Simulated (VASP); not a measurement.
# ZnS (F-43m) in VASP: further runs

Runs on ZnS. Level: PBEsol. Tasks: relaxation of cell and atoms.

All numbers are computed with VASP 6.6.1; they aren't measurements. Logs are shortened: lines on timing, memory, paths and dates and some standing lists are left out, and cuts for length are marked.

**1. The cell of the first run**

The structure is cubic, space group F-43m (No. 216). The conventional cell has a = 5.404 Å, b = 5.404 Å, c = 5.404 Å, α = 90.00°, β = 90.00°, γ = 90.00°. Within 3.1 Å of Zn (site symmetry -43m) lie 4 S at 2.34 Å. Within 3.1 Å of S (site symmetry -43m) lie 4 Zn at 2.34 Å.

**2. Relaxation of cell and atoms, PBEsol, target pressure 10 GPa, at which the enthalpy is minimised**

File INCAR:

```
SYSTEM = ZnS
  ALGO = Normal
  EDIFF = 1E-7
  EDIFFG = -0.01
  ENCUT = 600
  GGA = PS
  IBRION = 2
  ISIF = 3
  ISMEAR = -1
  LASPH = .True.
  LCHARG = .False.
  LREAL = .False.
  LWAVE = .False.
  NELM = 60
  NSW = 80
  PREC = Accurate
  PSTRESS = 100.0
  SIGMA = 0.05
```

File KPOINTS:

```
k-points
0
Gamma
  9 9 9
  0 0 0
```

File POSCAR:

```
ZnS
1.0
    0.0000000000      2.7020000000      2.7020000000
    2.7020000000      0.0000000000      2.7020000000
    2.7020000000      2.7020000000      0.0000000000
Zn S
1 1
Direct
    0.7500000000      0.7500000000      0.7500000000
    0.0000000000      0.0000000000      0.0000000000
```

Potentials or basis: VASP PAW PBE potentials, release 64 (Zn, S).

Run with:

```
> cat potpaw_PBE.64/Zn/POTCAR potpaw_PBE.64/S/POTCAR > POTCAR
> mpirun -np 1 vasp_std > vasp.out
```

OUTCAR:

```text
SYSTEM = ZnS
   EDIFF = 1E-7
   EDIFFG = -0.01
   ENCUT = 600
   GGA = PS
   IBRION = 2
   ISIF = 3
   ISMEAR = -1
   LASPH = .True.
   LREAL = .False.
   NELM = 60
   NSW = 80
   PREC = Accurate
   PSTRESS = 100.0

 ion  position               nearest neighbor table
   1  0.750  0.750  0.750-   2 2.34   2 2.34   2 2.34   2 2.34
   2  0.000  0.000  0.000-   1 2.34   1 2.34   1 2.34   1 2.34

  LATTYP: Found a face centered cubic cell.
 ALAT       =     5.4040000000

  Lattice vectors:

 A1 = (   0.0000000000,   2.7020000000,   2.7020000000)
 A2 = (   2.7020000000,   0.0000000000,   2.7020000000)
 A3 = (   2.7020000000,   2.7020000000,   0.0000000000)

Analysis of symmetry for initial positions (statically):
=====================================================================
 Subroutine PRICEL returns:
 Original cell was already a primitive cell.

 Routine SETGRP: Setting up the symmetry group for a
 face centered cubic supercell.

 Subroutine GETGRP returns: Found 24 space group operations
 (whereof 24 operations were pure point group operations)
 out of a pool of 48 trial point group operations.

The static configuration has the point symmetry T_d .

Analysis of symmetry for dynamics (positions and initial velocities):
=====================================================================
 Subroutine PRICEL returns:
 Original cell was already a primitive cell.

 Routine SETGRP: Setting up the symmetry group for a
 face centered cubic supercell.

 Subroutine GETGRP returns: Found 24 space group operations
 (whereof 24 operations were pure point group operations)
 out of a pool of 48 trial point group operations.

The dynamic configuration has the point symmetry T_d .

 Subroutine INISYM returns: Found 24 space group operations
 (whereof 24 operations are pure point group operations),
 and found     1 'primitive' translations

----------------------------------------------------------------------------------------

                                     Primitive cell

  volume of cell :      39.4535

  direct lattice vectors                    reciprocal lattice vectors
     0.000000000  2.702000000  2.702000000    -0.185048113  0.185048113  0.185048113
     2.702000000  0.000000000  2.702000000     0.185048113 -0.185048113  0.185048113
     2.702000000  2.702000000  0.000000000     0.185048113  0.185048113 -0.185048113

  length of vectors
     3.821205046  3.821205046  3.821205046     0.320512733  0.320512733  0.320512733

  position of ions in fractional coordinates (direct lattice)
     0.750000000  0.750000000  0.750000000
     0.000000000  0.000000000  0.000000000

  ion indices of the primitive-cell ions
   primitive index   ion index
                 1           1
[... 27 lines left out ...]

 Following reciprocal coordinates:
            Coordinates               Weight
  0.000000  0.000000  0.000000      1.000000
  0.111111  0.000000  0.000000      8.000000
  0.222222  0.000000  0.000000      8.000000
  0.333333  0.000000  0.000000      8.000000
  0.444444  0.000000  0.000000      8.000000
  0.111111  0.111111  0.000000      6.000000
[... 16 lines left out ...]
 -0.333333  0.333333  0.000000     12.000000
  0.444444  0.444444  0.000000      6.000000
 [... further k-points ...]
   k-points           NKPTS =     35   k-points in BZ     NKDIM =     35   number of bands    NBANDS=     13
   number of dos      NEDOS =    301   number of ions     NIONS =      2
   total plane-waves  NPLWV =  32768
   dimension x,y,z NGX =    32 NGY =   32 NGZ =   32
   dimension x,y,z NGXF=    64 NGYF=   64 NGZF=   64
   ions per type =               1   1
   NGX,Y,Z   is equivalent  to a cutoff of  13.92, 13.92, 13.92 a.u.
   NGXF,Y,Z  is equivalent  to a cutoff of  27.84, 27.84, 27.84 a.u.
 SYSTEM =  ZnS
   PREC   = accura    normal or accurate (medium, high low for compatibility)
   ISTART =      0    job   : 0-new  1-cont  2-samecut
   ICHARG =      2    charge: 1-file 2-atom 10-const
   ISPIN  =      1    spin polarized calculation?
   LNONCOLLINEAR =      F non collinear calculations
   LSORBIT =      F    spin-orbit coupling
   LASPH  =      T    aspherical Exc in radial PAW
   ENCUT  =  600.0 eV  44.10 Ry    6.64 a.u.   7.63  7.63  7.63*2*pi/ulx,y,z
   NELM   =     60;   NELMIN=  2; NELMDL= -5     # of ELM steps
   EDIFF  = 0.1E-06   stopping-criterion for ELM
   LREAL  =      F    real-space projection
   EDIFFG = -.1E-01   stopping-criterion for IOM
   NSW    =     80    number of steps for IOM
   IBRION =      2    ionic relax: 0-MD 1-quasi-New 2-CG
   NFREE  =      1    steps in history (QN), initial steepest desc. (CG)
   ISIF   =      3    stress and relaxation
   ISYM   =      2    0-nonsym 1-usesym 2-fastsym
   POTIM  = 0.5000    time-step for ionic-motion
   TEBEG  =    0.0;   TEEND  =   0.0 temperature during run
   PSTRESS=  100.0 pullay stress
   NELECT =      18.0000    total number of electrons
   NUPDOWN=      -1.0000    fix difference up-down
   EMIN   =  10.00;   EMAX   =-10.00  energy-range for DOS
   EFERMI =   0.00;   METHOD = LEGACY
   ISMEAR =    -1;   SIGMA  =   0.05  broadening in eV -4-tet -1-fermi 0-gaus
   EFERMI_NEDOS =   21; number of points for ismear=-14 and -15
   IALGO  =     38    algorithm
   IMIX   =      4    mixing-type and parameters
     AMIX     =   0.40;   BMIX     =  1.00
     AMIX_MAG =   1.60;   BMIX_MAG =  1.00
  volume/ion in A,a.u.               =      19.73       133.12
  Fermi-wavevector in a.u.,A,eV,Ry     =   1.260290  2.381602 21.610537  1.588330
  Thomas-Fermi vector in A             =   2.393807
   LORBIT       =      0    0 simple, 1 ext, 2 COOP (PROOUT), +10 PAW based schemes
   GGA     = PS    functional components
   LHFCALC =     F    Hartree Fock is set to
   AEXX    =    0.0000 exact exchange contribution
   IVDW    =     0    specifies the selected vdW correction
   LEPSILON=     F    determine dielectric tensor
   LRPA    =     F    only Hartree local field effects (RPA)
 conjugate gradient relaxation of ions
 non-spin polarized calculation
  energy-cutoff  :      600.00
  volume of cell :       39.45
 maximum number of plane-waves:      1363
   NGX = 15   NGY = 15   NGZ = 15

--------------------------------------- Ionic step        1  -------------------------------------------

 number of electron      17.9999998 magnetization

 Free energy of the ion-electron system (eV)
  ---------------------------------------------------
  ext. energy  EPLUGINS =         0.00000000
  ---------------------------------------------------
  free energy    TOTEN  =        -7.58386517 eV

  energy without entropy =       -7.58386517  energy(sigma->0) =       -7.58386517

 E-fermi :   2.9699     XC(G=0):  -9.8497

 val. band max:        2.0125946335   @ k =   0.0000   0.0000   0.0000
 cond. band min:       3.9908509564   @ k =   0.0000   0.0000   0.0000
 fundamental gap:      1.9782563229
 Fermi energy:         2.9698527335
[... 966 lines left out ...]
--------------------------------------- Ionic step        6  -------------------------------------------

 number of electron      18.0000007 magnetization

 Free energy of the ion-electron system (eV)
  ---------------------------------------------------
  ext. energy  EPLUGINS =         0.00000000
  ---------------------------------------------------
  free energy    TOTEN  =        -7.48357814 eV

  energy without entropy =       -7.48357814  energy(sigma->0) =       -7.48357814

 E-fermi :   4.2354     XC(G=0): -10.4501

 val. band max:        3.2759415243   @ k =   0.0000   0.0000   0.0000
 cond. band min:       5.8137526244   @ k =   0.0000   0.0000   0.0000
 fundamental gap:      2.5378111000
 Fermi energy:         4.2353987835
[... 417 lines left out ...]
  energy  without entropy=       -7.4835781445  energy(sigma->0) =       -7.48357814

  enthalpy is  TOTEN    =        -5.3112604516 eV   P V=        2.1723176929

 reached required accuracy - stopping structural energy minimisation
```

OSZICAR:

```text
N       E                     dE             d eps       ncg     rms          rms(c)
DAV:   1     0.838676282739E+02    0.83868E+02   -0.95439E+03   910   0.179E+03
DAV:   2    -0.183451006390E+01   -0.85702E+02   -0.81185E+02   985   0.301E+02
DAV:   3    -0.790737356016E+01   -0.60729E+01   -0.60303E+01  1130   0.742E+01
DAV:   4    -0.798765014029E+01   -0.80277E-01   -0.80237E-01  1020   0.896E+00
[... 57 lines left out ...]
DAV:   2    -0.748360336519E+01    0.17544E-03   -0.62734E-04  1085   0.896E-01    0.407E-02
DAV:   3    -0.748358341479E+01    0.19950E-04   -0.23822E-05  1068   0.728E-02    0.188E-02
DAV:   4    -0.748357849819E+01    0.49166E-05   -0.45487E-06  1095   0.354E-02    0.855E-03
DAV:   5    -0.748357813532E+01    0.36287E-06   -0.71567E-07  1362   0.165E-02    0.280E-03
DAV:   6    -0.748357814457E+01   -0.92482E-08   -0.19009E-07   679   0.597E-03
   6 F= -.53112605E+01 E0= -.53112605E+01  d E =-.185067E-04
```

Run time: 95 s. Hardware: 1 thread of Intel Xeon 8259CL, shared host; peak memory 0.2 GiB.

What came out:

```
Free energy                                                : -7.4836 eV
Relaxed volume                                             : 17.40 Å³/atom
Relaxed cell                                               : a = 3.665 Å, b = 3.665 Å, c = 3.665 Å, α = 60.00°, β = 60.00°, γ = 60.00°
Space group after relaxing (to 0.1 Å)                      : F-43m (No. 216)
Energy change on relaxing (the run minimises the enthalpy) : +50.1 meV/atom
Ionic steps                                                : 6
Pressure after relaxing                                    : 10.0 GPa
Band gap on the k mesh                                     : 2.54 eV
```

Step by step:
| step | energy change (eV) | largest force (eV/Å) | pressure (GPa) | volume (Å³) |
| --- | --- | --- | --- | --- |
| 1 | 0.0000 | 0.0000 | -1.79 | 39.45 |
| 2 | 0.4113 | 0.0000 | 23.47 | 31.73 |
| 3 | 0.0973 | 0.0000 | 9.81 | 34.85 |
| 4 | 0.1028 | 0.0000 | 10.15 | 34.76 |
| 5 | 0.0981 | 0.0000 | 9.88 | 34.84 |
| 6 | 0.1003 | 0.0000 | 10.00 | 34.80 |

Final structure:
```xyz
2
Lattice="0.0000 2.5914 2.5914 2.5914 0.0000 2.5914 2.5914 2.5914 0.0000" Properties=species:S:1:pos:R:3 pbc="T T T"
Zn    3.8871    3.8871    3.8871
S     0.0000    0.0000    0.0000
```

Caveat: the cell is relaxed towards a set pressure, so the run minimises the enthalpy, not the energy; the PAW data sets were made with another functional, which shifts forces and pressure a little; an odd mesh through Γ misses points on the zone boundary, where band edges can lie.

(Continued in part 2 of 2.)
